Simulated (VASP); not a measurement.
# SiC in VASP: a series of runs

Runs on SiC. Level: PBE. Tasks: single point.

Program: VASP 6.6.1. These are calculated values, not measurements. Logs are shortened: lines on timing, memory, paths and dates and some standing lists are left out, and cuts for length are marked.

### 1 The cell of the first run

The structure is tetragonal, space group I-4m2 (No. 119). Conventional cell: a = 3.080 Å, b = 3.080 Å, c = 4.334 Å, α = 90.00°, β = 90.00°, γ = 90.00°. Si (site symmetry -4m2) has 4 C at 1.88 Å within 2.5 Å. C (site symmetry -4m2) has 4 Si at 1.88 Å within 2.5 Å.

### 2 Single point, PBE (uniaxial x strain -0.5%)

INCAR reads:

```
SYSTEM = SiC
PREC = Accurate ; ENCUT = 520
EDIFF = 1E-7 ; ISMEAR = 0
SIGMA = 0.01 ; LREAL = .False.
LASPH = .True. ; NELM = 100
ALGO = Normal ; ISIF = 2
LWAVE = .False. ; LCHARG = .False.
GGA = PE ; NBANDS = 11
```

KPOINTS reads:

```
Automatic mesh
0
Gamma
  6 6 6
  0 0 0
```

POSCAR reads:

```
SiC
1.0
    0.0000000000      2.1780523450      2.1780523450
    2.1671620832      0.0000000000      2.1780523450
    2.1671620832      2.1780523450      0.0000000000
Si C
1 1
Direct
    0.0000000000      0.0000000000      0.0000000000
    0.2500000000      0.2500000000      0.2500000000
```

Potentials or basis: VASP PAW PBE potentials, release 64 (Si, C).

Started as:

```bash
$ cat potpaw_PBE.64/Si/POTCAR potpaw_PBE.64/C/POTCAR > POTCAR
$ mpirun -np 1 vasp_std > vasp.out
```

OUTCAR:

```text
SYSTEM = SiC
   PREC = Accurate
   ENCUT = 520
   EDIFF = 1E-7
   ISMEAR = 0
   LREAL = .False.
   LASPH = .True.
   NELM = 100
   ISIF = 2
   GGA = PE

 ion  position               nearest neighbor table
   1  0.000  0.000  0.000-   2 1.88   2 1.88   2 1.88   2 1.88
   2  0.250  0.250  0.250-   1 1.88   1 1.88   1 1.88   1 1.88

  LATTYP: Found a body centered tetragonal cell.
 ALAT       =     3.0802311659
 C/A-ratio  =     1.4071424945

  Lattice vectors:

 A1 = (  -2.1671620832,   0.0000000000,  -2.1780523450)
 A2 = (  -2.1671620832,   0.0000000000,   2.1780523450)
 A3 = (   2.1671620832,   2.1780523450,   0.0000000000)

Analysis of symmetry for initial positions (statically):
=====================================================================
 Subroutine PRICEL returns:
 Original cell was already a primitive cell.

 Routine SETGRP: Setting up the symmetry group for a
 body centered tetragonal supercell.

 Subroutine GETGRP returns: Found  8 space group operations
 (whereof  8 operations were pure point group operations)
 out of a pool of 16 trial point group operations.

The static configuration has the point symmetry D_2d.

Analysis of symmetry for dynamics (positions and initial velocities):
=====================================================================
 Subroutine PRICEL returns:
 Original cell was already a primitive cell.

 Routine SETGRP: Setting up the symmetry group for a
 body centered tetragonal supercell.

 Subroutine GETGRP returns: Found  8 space group operations
 (whereof  8 operations were pure point group operations)
 out of a pool of 16 trial point group operations.

The dynamic configuration has the point symmetry D_2d.

 Subroutine INISYM returns: Found  8 space group operations
 (whereof  8 operations are pure point group operations),
 and found     1 'primitive' translations

----------------------------------------------------------------------------------------

                                     Primitive cell

  volume of cell :      20.5617

  direct lattice vectors                    reciprocal lattice vectors
     0.000000000  2.178052345  2.178052345    -0.230716477  0.229562894  0.229562894
     2.167162083  0.000000000  2.178052345     0.230716477 -0.229562894  0.229562894
     2.167162083  2.178052345  0.000000000     0.230716477  0.229562894 -0.229562894

  length of vectors
     3.080231166  3.072540238  3.072540238     0.398281731  0.398281731  0.398281731

  position of ions in fractional coordinates (direct lattice)
     0.000000000  0.000000000  0.000000000
     0.250000000  0.250000000  0.250000000

  ion indices of the primitive-cell ions
   primitive index   ion index
                 1           1
                 2           2

----------------------------------------------------------------------------------------

 KPOINTS: Automatic mesh

Automatic generation of k-mesh.
 Grid dimensions read from file:
 generate k-points for:    6    6    6

 Generating k-lattice:

  Cartesian coordinates                     Fractional coordinates (reciprocal lattice)
    -0.038452746  0.038260482  0.038260482     0.166666667  0.000000000  0.000000000
     0.038452746 -0.038260482  0.038260482     0.000000000  0.166666667 -0.000000000
     0.038452746  0.038260482 -0.038260482     0.000000000 -0.000000000  0.166666667

  Length of vectors
     0.066380289  0.066380289  0.066380289

  Shift w.r.t. Gamma in fractional coordinates (k-lattice)
     0.000000000  0.000000000  0.000000000

 Subroutine IBZKPT returns following result:
 ===========================================

 Found     30 irreducible k-points:

 Following reciprocal coordinates:
            Coordinates               Weight
  0.000000  0.000000  0.000000      1.000000
  0.166667  0.000000  0.000000      8.000000
  0.333333 -0.000000 -0.000000      8.000000
  0.500000  0.000000  0.000000      4.000000
  0.166667  0.166667  0.000000      4.000000
  0.333333  0.166667  0.000000     16.000000
[... 16 lines left out ...]
 -0.333333  0.500000  0.166667      4.000000
  0.333333 -0.333333  0.166667      8.000000
 [... further k-points ...]
   k-points           NKPTS =     30   k-points in BZ     NKDIM =     30   number of bands    NBANDS=     11
   number of dos      NEDOS =    301   number of ions     NIONS =      2
   total plane-waves  NPLWV =  13824
   dimension x,y,z NGX =    24 NGY =   24 NGZ =   24
   dimension x,y,z NGXF=    48 NGYF=   48 NGZF=   48
   ions per type =               1   1
   NGX,Y,Z   is equivalent  to a cutoff of  12.95, 12.99, 12.99 a.u.
   NGXF,Y,Z  is equivalent  to a cutoff of  25.91, 25.97, 25.97 a.u.
 SYSTEM =  SiC
   PREC   = accura    normal or accurate (medium, high low for compatibility)
   ISTART =      0    job   : 0-new  1-cont  2-samecut
   ICHARG =      2    charge: 1-file 2-atom 10-const
   ISPIN  =      1    spin polarized calculation?
   LNONCOLLINEAR =      F non collinear calculations
   LSORBIT =      F    spin-orbit coupling
   LASPH  =      T    aspherical Exc in radial PAW
   ENCUT  =  520.0 eV  38.22 Ry    6.18 a.u.   5.73  5.71  5.71*2*pi/ulx,y,z
   NELM   =    100;   NELMIN=  2; NELMDL= -5     # of ELM steps
   EDIFF  = 0.1E-06   stopping-criterion for ELM
   LREAL  =      F    real-space projection
   EDIFFG = 0.1E-05   stopping-criterion for IOM
   NSW    =      0    number of steps for IOM
   IBRION =     -1    ionic relax: 0-MD 1-quasi-New 2-CG
   NFREE  =      0    steps in history (QN), initial steepest desc. (CG)
   ISIF   =      2    stress and relaxation
   ISYM   =      2    0-nonsym 1-usesym 2-fastsym
   POTIM  = 0.5000    time-step for ionic-motion
   TEBEG  =    0.0;   TEEND  =   0.0 temperature during run
   PSTRESS=    0.0 pullay stress
   NELECT =       8.0000    total number of electrons
   NUPDOWN=      -1.0000    fix difference up-down
   EMIN   =  10.00;   EMAX   =-10.00  energy-range for DOS
   EFERMI =   0.00;   METHOD = LEGACY
   ISMEAR =     0;   SIGMA  =   0.01  broadening in eV -4-tet -1-fermi 0-gaus
   EFERMI_NEDOS =   21; number of points for ismear=-14 and -15
   IALGO  =     38    algorithm
   IMIX   =      4    mixing-type and parameters
     AMIX     =   0.40;   BMIX     =  1.00
     AMIX_MAG =   1.60;   BMIX_MAG =  1.00
  volume/ion in A,a.u.               =      10.28        69.38
  Fermi-wavevector in a.u.,A,eV,Ry     =   1.195140  2.258487 19.434016  1.428360
  Thomas-Fermi vector in A             =   2.331113
   LORBIT       =      0    0 simple, 1 ext, 2 COOP (PROOUT), +10 PAW based schemes
   GGA     = PE    functional components
   LHFCALC =     F    Hartree Fock is set to
   AEXX    =    0.0000 exact exchange contribution
   IVDW    =     0    specifies the selected vdW correction
   LEPSILON=     F    determine dielectric tensor
   LRPA    =     F    only Hartree local field effects (RPA)
 non-spin polarized calculation
 Gauss-broadening in eV      SIGMA  =   0.01
  energy-cutoff  :      520.00
  volume of cell :       20.56
 maximum number of plane-waves:       568
   NGX = 11   NGY = 11   NGZ = 11

 number of electron       8.0000001 magnetization

 Free energy of the ion-electron system (eV)
  ---------------------------------------------------
  ext. energy  EPLUGINS =         0.00000000
  ---------------------------------------------------
  free energy    TOTEN  =       -15.04356460 eV

  energy without entropy =      -15.04356460  energy(sigma->0) =      -15.04356460

 E-fermi :   8.2493     XC(G=0): -11.3818

 val. band max:        8.2081968678   @ k =   0.0000   0.0000   0.0000
 cond. band min:       9.5002609586   @ k =   0.0000   0.5000   0.5000
 fundamental gap:      1.2920640909
 Fermi energy:         8.2492624398

 k-point     1 :       0.0000    0.0000    0.0000
  band No.  band energies     occupation
      1      -7.2707      2.00000
      2       8.1744      2.00000
      3       8.1744      2.00000
      4       8.2082      2.00000
      5      14.4923      0.00000
      6      15.5218      0.00000
      7      15.5351      0.00000
      8      15.5351      0.00000
      9      22.6462      0.00000
     10      22.7981      0.00000
     11      24.7593      0.00000

 k-point     2 :       0.1667    0.0000    0.0000
  band No.  band energies     occupation
      1      -6.7287      2.00000
      2       5.8099      2.00000
      3       7.8382      2.00000
      4       7.8723      2.00000
      5      14.5823      0.00000
      6      16.0447      0.00000
      7      16.0543      0.00000
      8      16.5965      0.00000
      9      21.1404      0.00000
     10      21.2239      0.00000
     11      23.8996      0.00000

 k-point     3 :       0.3333   -0.0000   -0.0000
  band No.  band energies     occupation
      1      -5.1933      2.00000
      2       1.9895      2.00000
      3       7.3143      2.00000
      4       7.3668      2.00000
      5      13.9229      0.00000
      6      15.8217      0.00000
      7      15.8897      0.00000
      8      18.1491      0.00000
      9      22.4914      0.00000
     10      22.5184      0.00000
     11      23.5128      0.00000

 k-point     4 :       0.5000    0.0000    0.0000
  band No.  band energies     occupation
      1      -3.6794      2.00000
      2      -0.3877      2.00000
      3       7.1014      2.00000
      4       7.1620      2.00000
      5      13.6707      0.00000
      6      15.3941      0.00000
      7      15.4724      0.00000
      8      18.2728      0.00000
      9      24.4556      0.00000
     10      25.4515      0.00000
     11      25.5115      0.00000
[... 239 lines left out ...]
 k-point    22 :       0.3333    0.5000    0.1667
  band No.  band energies     occupation
      1      -3.9067      2.00000
      2       2.2107      2.00000
      3       4.0636      2.00000
      4       5.7565      2.00000
      5      13.1157      0.00000
      6      16.0074      0.00000
      7      16.8954      0.00000
      8      19.8612      0.00000
      9      21.5439      0.00000
     10      25.0592      0.00000
     11      28.8562      0.00000

 k-point    23 :      -0.3333    0.5000    0.1667
  band No.  band energies     occupation
      1      -2.0557      2.00000
      2       0.8661      2.00000
      3       3.6788      2.00000
      4       3.7912      2.00000
      5      12.1826      0.00000
      6      15.3307      0.00000
      7      19.0017      0.00000
      8      20.3861      0.00000
      9      22.5019      0.00000
     10      25.9920      0.00000
     11      29.4840      0.00000

 k-point    24 :       0.3333   -0.3333    0.1667
  band No.  band energies     occupation
      1      -2.5957      2.00000
      2       0.7820      2.00000
      3       3.4405      2.00000
      4       5.0503      2.00000
      5      13.3525      0.00000
      6      16.1966      0.00000
      7      18.5956      0.00000
      8      19.5192      0.00000
      9      21.1577      0.00000
     10      24.6593      0.00000
     11      29.3896      0.00000

 [... further k-points ...]

------------------------ aborting loop because EDIFF is reached ----------------------------------------

  FORCE on cell =-STRESS in cart. coord.  units (eV):
  Direction    XX          YY          ZZ          XY          YZ          ZX
  --------------------------------------------------------------------------------------
  -------------------------------------------------------------------------------------
  Total        0.7103757      0.5472503      0.5472503     -0.0000000      0.0000000     -0.0000000
  in kB       55.3529393     42.6420976     42.6420976     -0.0000000      0.0000000     -0.0000000
  external PRESSURE =      46.8790448 kB  Pullay stress =       0.0000000 kB

 VOLUME and BASIS-vectors are now :
 -----------------------------------------------------------------------------
  energy-cutoff  :      520.00
  volume of cell :       20.56
      direct lattice vectors                 reciprocal lattice vectors
     0.000000000  2.178052345  2.178052345    -0.230716477  0.229562894  0.229562894
     2.167162083  0.000000000  2.178052345     0.230716477 -0.229562894  0.229562894
     2.167162083  2.178052345  0.000000000     0.230716477  0.229562894 -0.229562894

 POSITION                                       TOTAL-FORCE (eV/Angst)
 -----------------------------------------------------------------------------------
      0.00000      0.00000      0.00000         0.000000     -0.000000     -0.000000
      1.08358      1.08903      1.08903         0.000000      0.000000      0.000000
 -----------------------------------------------------------------------------------
    total drift:                                0.000000      0.000000      0.000000

  FREE ENERGIE OF THE ION-ELECTRON SYSTEM (eV)
  ---------------------------------------------------
  free  energy   TOTEN  =       -15.0435645963 eV

  energy  without entropy=      -15.0435645963  energy(sigma->0) =      -15.04356460
```

Run time: 5.9 s. Hardware: 1 thread of Intel Xeon 8259CL, shared host; peak memory 0.13 GiB.

Results:

```yaml
Free_energy: -15.0436 eV
Pressure: 4.7 GPa
Band_gap_on_the_k_mesh: 1.29 eV, indirect (least direct gap 4.54 eV)
```

Levels at points of the mesh, in eV from the valence-band top:
```tsv
k point	band 1	band 2	band 3	band 4	band 5	band 6	band 7	band 8
(0.00, 0.00, 0.00)	-15.48	-0.03	-0.03	0.00	6.28	7.31	7.33	7.33
(0.50, 0.00, 0.00)	-11.89	-8.60	-1.11	-1.05	5.46	7.19	7.26	10.06
(0.50, 0.50, 0.00)	-10.44	-7.86	-3.21	-3.20	1.34	4.35	14.01	14.17
(0.00, 0.50, 0.50)	-10.40	-7.80	-3.26	-3.26	1.29	4.26	14.07	14.07
```

Caveat: the cell differs from its parent crystal (uniaxial x strain -0.5%).

### 3 Single point, PBE (strain along [111] +1.0%)

INCAR reads:

```
SYSTEM = SiC
PREC     = Accurate       ! precision mode
ENCUT    = 520            ! plane-wave cutoff, eV
EDIFF    = 1E-6           ! SCF threshold, eV
ISMEAR   = 0              ! smearing method
SIGMA    = 0.01           ! smearing width, eV
LREAL    = .False.        ! projectors in reciprocal space
LASPH    = .True.         ! aspherical terms in the spheres
NELM     = 60             ! most SCF steps
ALGO     = Normal         ! electronic algorithm
ISIF     = 2              ! what is computed and relaxed
LWAVE    = .False.        ! write WAVECAR
LCHARG   = .False.        ! write CHGCAR
GGA      = PE             ! functional
NBANDS   = 11             ! bands
```

KPOINTS is that of step 2.

POSCAR reads:

```
SiC
1.0
    0.0145203490      2.1925726939      2.1925726939
    2.1925726939      0.0145203490      2.1925726939
    2.1925726939      2.1925726939      0.0145203490
Si C
1 1
Direct
    0.0002702081      0.0002702081      0.0002702081
    0.2497297919      0.2497297919      0.2497297919
```

Potentials or basis: VASP PAW PBE potentials, release 64 (Si, C).

Started as:

```bash
$ cat potpaw_PBE.64/Si/POTCAR potpaw_PBE.64/C/POTCAR > POTCAR
$ mpirun -np 1 vasp_std > vasp.out
```

Wall time 6.2 s (1 thread of Intel Xeon 8259CL, shared host); peak memory 0.13 GiB.

The run converged. Its results:

* Free energy: -15.0476 eV
* Pressure: 1.4 GPa
* Largest force: 0.009 eV/Å
* Band gap on the k mesh: 1.33 eV, indirect (least direct gap 4.47 eV)

Forces on the atoms (eV/Å):
```
Si   0.005  0.005  0.005
C   -0.005 -0.005 -0.005
```

Stress tensor (GPa, compression positive):
```
 1.35 -1.63 -1.63
-1.63  1.35 -1.63
-1.63 -1.63  1.35
```

Levels at points of the mesh, in eV from the valence-band top:
| k point | band 1 | band 2 | band 3 | band 4 | band 5 | band 6 | band 7 | band 8 |
| --- | --- | --- | --- | --- | --- | --- | --- | --- |
| (0.00, 0.00, 0.00) | -15.37 | -0.09 | 0.00 | 0.00 | 6.07 | 7.10 | 7.28 | 7.28 |
| (0.50, 0.00, 0.00) | -11.81 | -8.51 | -1.12 | -1.08 | 5.27 | 7.07 | 7.18 | 9.96 |
| (0.50, 0.50, 0.00) | -10.39 | -7.80 | -3.26 | -3.14 | 1.33 | 4.26 | 13.89 | 13.89 |
| (0.50, 0.50, 0.50) | -11.91 | -8.55 | -1.02 | -1.02 | 5.46 | 7.24 | 7.24 | 10.01 |

Caveat: the cell differs from its parent crystal (strain along [111] +1.0%).
